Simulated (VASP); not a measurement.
# TiAu (Pm-3m) in VASP: notebook

Runs on TiAu. Level: LDA. Tasks: single point.

Program: VASP 6.6.1. These are calculated values, not measurements. Logs are shortened: lines on timing, memory, paths and dates and some standing lists are left out, and cuts for length are marked.

## Step 1: The cell of the first run

Symmetry: Pm-3m, No. 221, cubic system. Conventional cell: a = 3.133 Å, b = 3.133 Å, c = 3.133 Å, α = 90.00°, β = 90.00°, γ = 90.00°. Within 3.6 Å of Ti (site symmetry m-3m) lie 8 Au at 2.71 Å and 6 Ti at 3.13 Å. Au (site symmetry m-3m) has 8 Ti at 2.71 Å and 6 Au at 3.13 Å within 3.6 Å.

## Step 2: Single point, LDA

INCAR reads:

```
ALGO = Normal
EDIFF = 1E-7
ENCUT = 520
ISIF = 2
ISMEAR = -1
LASPH = True
LCHARG = False
LREAL = False
LWAVE = False
NBANDS = 18
NELM = 100
PREC = Accurate
SIGMA = 0.01
```

KPOINTS reads:

```
k-points
0
Gamma
  9 9 9
```

POSCAR reads:

```
TiAu
1.0
    3.1327913564      0.0000000000      0.0000000000
    0.0000000000      3.1327913564      0.0000000000
    0.0000000000      0.0000000000      3.1327913564
Ti Au
1 1
Direct
    0.5000000000      0.5000000000      0.5000000000
    0.0000000000      0.0000000000      0.0000000000
```

Potentials or basis: VASP PAW LDA potentials, release 64 (Ti_sv, Au).

Launch:

```sh
> cat potpaw_LDA.64/Ti_sv/POTCAR potpaw_LDA.64/Au/POTCAR > POTCAR
> mpirun -np 1 vasp_std > vasp.out
```

OUTCAR:

```text
EDIFF = 1E-7
   ENCUT = 520
   ISIF = 2
   ISMEAR = -1
   LASPH = True
   LREAL = False
   NELM = 100
   PREC = Accurate

 ion  position               nearest neighbor table
   1  0.500  0.500  0.500-   2 2.71   2 2.71   2 2.71   2 2.71   2 2.71   2 2.71   2 2.71   2 2.71

   2  0.000  0.000  0.000-   1 2.71   1 2.71   1 2.71   1 2.71   1 2.71   1 2.71   1 2.71   1 2.71

  LATTYP: Found a simple cubic cell.
 ALAT       =     3.1327913564

  Lattice vectors:

 A1 = (   3.1327913564,   0.0000000000,   0.0000000000)
 A2 = (   0.0000000000,   3.1327913564,   0.0000000000)
 A3 = (   0.0000000000,   0.0000000000,   3.1327913564)

Analysis of symmetry for initial positions (statically):
=====================================================================
 Subroutine PRICEL returns:
 Original cell was already a primitive cell.

 Routine SETGRP: Setting up the symmetry group for a
 simple cubic supercell.

 Subroutine GETGRP returns: Found 48 space group operations
 (whereof 48 operations were pure point group operations)
 out of a pool of 48 trial point group operations.

The static configuration has the point symmetry O_h .

Analysis of symmetry for dynamics (positions and initial velocities):
=====================================================================
 Subroutine PRICEL returns:
 Original cell was already a primitive cell.

 Routine SETGRP: Setting up the symmetry group for a
 simple cubic supercell.

 Subroutine GETGRP returns: Found 48 space group operations
 (whereof 48 operations were pure point group operations)
 out of a pool of 48 trial point group operations.

The dynamic configuration has the point symmetry O_h .

 Subroutine INISYM returns: Found 48 space group operations
 (whereof 48 operations are pure point group operations),
 and found     1 'primitive' translations

----------------------------------------------------------------------------------------

                                     Primitive cell

  volume of cell :      30.7464

  direct lattice vectors                    reciprocal lattice vectors
     3.132791356  0.000000000  0.000000000     0.319204149  0.000000000  0.000000000
     0.000000000  3.132791356  0.000000000     0.000000000  0.319204149  0.000000000
     0.000000000  0.000000000  3.132791356     0.000000000  0.000000000  0.319204149

  length of vectors
     3.132791356  3.132791356  3.132791356     0.319204149  0.319204149  0.319204149

  position of ions in fractional coordinates (direct lattice)
     0.500000000  0.500000000  0.500000000
     0.000000000  0.000000000  0.000000000

  ion indices of the primitive-cell ions
   primitive index   ion index
                 1           1
                 2           2

----------------------------------------------------------------------------------------

 KPOINTS: k-points

Automatic generation of k-mesh.
 Grid dimensions read from file:
 generate k-points for:    9    9    9

 Generating k-lattice:

  Cartesian coordinates                     Fractional coordinates (reciprocal lattice)
     0.035467128  0.000000000  0.000000000     0.111111111  0.000000000  0.000000000
     0.000000000  0.035467128  0.000000000     0.000000000  0.111111111  0.000000000
     0.000000000  0.000000000  0.035467128     0.000000000  0.000000000  0.111111111

  Length of vectors
     0.035467128  0.035467128  0.035467128

  Shift w.r.t. Gamma in fractional coordinates (k-lattice)
     0.000000000  0.000000000  0.000000000

 Subroutine IBZKPT returns following result:
 ===========================================

 Found     35 irreducible k-points:

 Following reciprocal coordinates:
            Coordinates               Weight
  0.000000  0.000000  0.000000      1.000000
  0.111111  0.000000  0.000000      6.000000
  0.222222  0.000000  0.000000      6.000000
  0.333333  0.000000  0.000000      6.000000
  0.444444  0.000000  0.000000      6.000000
  0.111111  0.111111  0.000000     12.000000
[... 16 lines left out ...]
  0.333333  0.333333  0.111111     24.000000
  0.444444  0.333333  0.111111     48.000000
 [... further k-points ...]
   k-points           NKPTS =     35   k-points in BZ     NKDIM =     35   number of bands    NBANDS=     18
   number of dos      NEDOS =    301   number of ions     NIONS =      2
   total plane-waves  NPLWV =  13824
   dimension x,y,z NGX =    24 NGY =   24 NGZ =   24
   dimension x,y,z NGXF=    48 NGYF=   48 NGZF=   48
   ions per type =               1   1
   NGX,Y,Z   is equivalent  to a cutoff of  12.74, 12.74, 12.74 a.u.
   NGXF,Y,Z  is equivalent  to a cutoff of  25.47, 25.47, 25.47 a.u.
 SYSTEM =  unknown system
   PREC   = accura    normal or accurate (medium, high low for compatibility)
   ISTART =      0    job   : 0-new  1-cont  2-samecut
   ICHARG =      2    charge: 1-file 2-atom 10-const
   ISPIN  =      1    spin polarized calculation?
   LNONCOLLINEAR =      F non collinear calculations
   LSORBIT =      F    spin-orbit coupling
   LASPH  =      T    aspherical Exc in radial PAW
   ENCUT  =  520.0 eV  38.22 Ry    6.18 a.u.   5.82  5.82  5.82*2*pi/ulx,y,z
   NELM   =    100;   NELMIN=  2; NELMDL= -5     # of ELM steps
   EDIFF  = 0.1E-06   stopping-criterion for ELM
   LREAL  =      F    real-space projection
   EDIFFG = 0.1E-05   stopping-criterion for IOM
   NSW    =      0    number of steps for IOM
   IBRION =     -1    ionic relax: 0-MD 1-quasi-New 2-CG
   NFREE  =      0    steps in history (QN), initial steepest desc. (CG)
   ISIF   =      2    stress and relaxation
   ISYM   =      2    0-nonsym 1-usesym 2-fastsym
   POTIM  = 0.5000    time-step for ionic-motion
   TEBEG  =    0.0;   TEEND  =   0.0 temperature during run
   PSTRESS=    0.0 pullay stress
   NELECT =      23.0000    total number of electrons
   NUPDOWN=      -1.0000    fix difference up-down
   EMIN   =  10.00;   EMAX   =-10.00  energy-range for DOS
   EFERMI =   0.00;   METHOD = LEGACY
   ISMEAR =    -1;   SIGMA  =   0.01  broadening in eV -4-tet -1-fermi 0-gaus
   EFERMI_NEDOS =   21; number of points for ismear=-14 and -15
   IALGO  =     38    algorithm
   IMIX   =      4    mixing-type and parameters
     AMIX     =   0.40;   BMIX     =  1.00
     AMIX_MAG =   1.60;   BMIX_MAG =  1.00
  volume/ion in A,a.u.               =      15.37       103.74
  Fermi-wavevector in a.u.,A,eV,Ry     =   1.486116  2.808352 30.049011  2.208540
  Thomas-Fermi vector in A             =   2.599442
   LORBIT       =      0    0 simple, 1 ext, 2 COOP (PROOUT), +10 PAW based schemes
   GGA     = CA    functional components
   LHFCALC =     F    Hartree Fock is set to
   AEXX    =    0.0000 exact exchange contribution
   IVDW    =     0    specifies the selected vdW correction
   LEPSILON=     F    determine dielectric tensor
   LRPA    =     F    only Hartree local field effects (RPA)
 non-spin polarized calculation
  energy-cutoff  :      520.00
  volume of cell :       30.75
 maximum number of plane-waves:       849
 NGX is ok and might be reduce to    24
   NGX = 11   NGY = 11   NGZ = 11

 number of electron      22.9999996 magnetization

 Free energy of the ion-electron system (eV)
  ---------------------------------------------------
  ext. energy  EPLUGINS =         0.00000000
  ---------------------------------------------------
  free energy    TOTEN  =       -13.61573514 eV

  energy without entropy =      -13.61402081  energy(sigma->0) =      -13.61487798

 E-fermi :  10.7769     XC(G=0): -13.0074

 val. band max:       10.7644094701   @ k =   0.4444   0.2222   0.1111
 cond. band min:      10.7915483951   @ k =   0.4444   0.3333   0.1111
 fundamental gap:      0.0271389250
 Fermi energy:        10.7769054606

 k-point     1 :       0.0000    0.0000    0.0000
  band No.  band energies     occupation
      1     -45.8098      2.00000
      2     -22.3689      2.00000
      3     -22.3689      2.00000
      4     -22.3689      2.00000
      5       1.3375      2.00000
      6       3.6897      2.00000
[... 10 lines left out ...]
     17      17.9919      0.00000
     18      17.9919      0.00000

 k-point     2 :       0.1111    0.0000    0.0000
  band No.  band energies     occupation
      1     -45.8074      2.00000
      2     -22.3940      2.00000
      3     -22.3677      2.00000
      4     -22.3677      2.00000
      5       1.5769      2.00000
      6       3.7634      2.00000
[... 10 lines left out ...]
     17      18.6728      0.00000
     18      18.6728      0.00000

 k-point     3 :       0.2222    0.0000    0.0000
  band No.  band energies     occupation
      1     -45.8014      2.00000
      2     -22.4569      2.00000
      3     -22.3647      2.00000
      4     -22.3647      2.00000
      5       2.2331      2.00000
      6       3.9626      2.00000
[... 10 lines left out ...]
     17      20.2946      0.00000
     18      20.2946      0.00000

 k-point     4 :       0.3333    0.0000    0.0000
  band No.  band energies     occupation
      1     -45.7946      2.00000
      2     -22.5278      2.00000
      3     -22.3613      2.00000
      4     -22.3613      2.00000
      5       3.0606      2.00000
      6       4.2165      2.00000
[... 10 lines left out ...]
     17      22.3486      0.00000
     18      22.3486      0.00000

 k-point     5 :       0.4444    0.0000    0.0000
  band No.  band energies     occupation
      1     -45.7901      2.00000
      2     -22.5736      2.00000
      3     -22.3590      2.00000
      4     -22.3590      2.00000
      5       3.6083      2.00000
      6       4.4029      2.00000
[... 10 lines left out ...]
     17      24.4005      0.00000
     18      24.4005      0.00000

 k-point     6 :       0.1111    0.1111    0.0000
  band No.  band energies     occupation
      1     -45.8051      2.00000
      2     -22.3955      2.00000
      3     -22.3892      2.00000
      4     -22.3664      2.00000
      5       1.8087      2.00000
      6       3.8700      2.00000
[... 307 lines left out ...]
 k-point    21 :       0.3333    0.2222    0.1111
  band No.  band energies     occupation
      1     -45.7853      2.00000
      2     -22.5116      2.00000
      3     -22.4372      2.00000
      4     -22.3758      2.00000
      5       3.7146      2.00000
      6       4.5365      2.00000
[... 10 lines left out ...]
     17      18.4776      0.00000
     18      21.3754      0.00000

 k-point    22 :       0.4444    0.2222    0.1111
  band No.  band energies     occupation
      1     -45.7812      2.00000
      2     -22.5541      2.00000
      3     -22.4327      2.00000
      4     -22.3722      2.00000
      5       4.0435      2.00000
      6       4.4459      2.00000
[... 10 lines left out ...]
     17      19.5129      0.00000
     18      22.3042      0.00000

 k-point    23 :       0.3333    0.3333    0.1111
  band No.  band energies     occupation
      1     -45.7794      2.00000
      2     -22.5055      2.00000
      3     -22.4962      2.00000
      4     -22.3695      2.00000
      5       3.8742      2.00000
      6       4.2914      2.00000
[... 10 lines left out ...]
     17      17.3261      0.00000
     18      21.8057      0.00000

 k-point    24 :       0.4444    0.3333    0.1111
  band No.  band energies     occupation
      1     -45.7755      2.00000
      2     -22.5419      2.00000
      3     -22.4940      2.00000
      4     -22.3654      2.00000
      5       3.9439      2.00000
      6       4.0708      2.00000
[... 10 lines left out ...]
     17      17.6105      0.00000
     18      20.6223      0.00000

 [... further k-points ...]
[... 5 lines left out ...]
  --------------------------------------------------------------------------------------
  -------------------------------------------------------------------------------------
  Total        2.0008843      2.0008843      2.0008843      0.0000000     -0.0000000      0.0000000
  in kB      104.2649026    104.2649026    104.2649026      0.0000000     -0.0000000      0.0000000
  external PRESSURE =     104.2649026 kB  Pullay stress =       0.0000000 kB

 VOLUME and BASIS-vectors are now :
 -----------------------------------------------------------------------------
  energy-cutoff  :      520.00
  volume of cell :       30.75
      direct lattice vectors                 reciprocal lattice vectors
     3.132791356  0.000000000  0.000000000     0.319204149  0.000000000  0.000000000
     0.000000000  3.132791356  0.000000000     0.000000000  0.319204149  0.000000000
     0.000000000  0.000000000  3.132791356     0.000000000  0.000000000  0.319204149

 POSITION                                       TOTAL-FORCE (eV/Angst)
 -----------------------------------------------------------------------------------
      1.56640      1.56640      1.56640         0.000000      0.000000      0.000000
      0.00000      0.00000      0.00000         0.000000      0.000000      0.000000
 -----------------------------------------------------------------------------------
    total drift:                                0.000000      0.000000     -0.000000

  FREE ENERGIE OF THE ION-ELECTRON SYSTEM (eV)
  ---------------------------------------------------
  free  energy   TOTEN  =       -13.6157351415 eV

  energy  without entropy=      -13.6140208132  energy(sigma->0) =      -13.61487798
```

It took 12 s on 1 thread of Intel Xeon 8259CL, shared host; peak memory 0.14 GiB.

What came out:

| Property | Result |
| --- | --- |
| Free energy | -13.6157 eV |
| Pressure | 10.4 GPa |

Levels at points of the mesh, in eV from the Fermi level:
```csv
k point,band 9,band 10,band 11,band 12,band 13,band 14,band 15,band 16
"(0.00, 0.00, 0.00)",-4.80,-4.80,0.32,0.32,2.26,2.26,2.26,7.21
```

Caveat: spin-orbit coupling is left out, which moves the levels of the heavy elements.

[end of part 1 of 2]
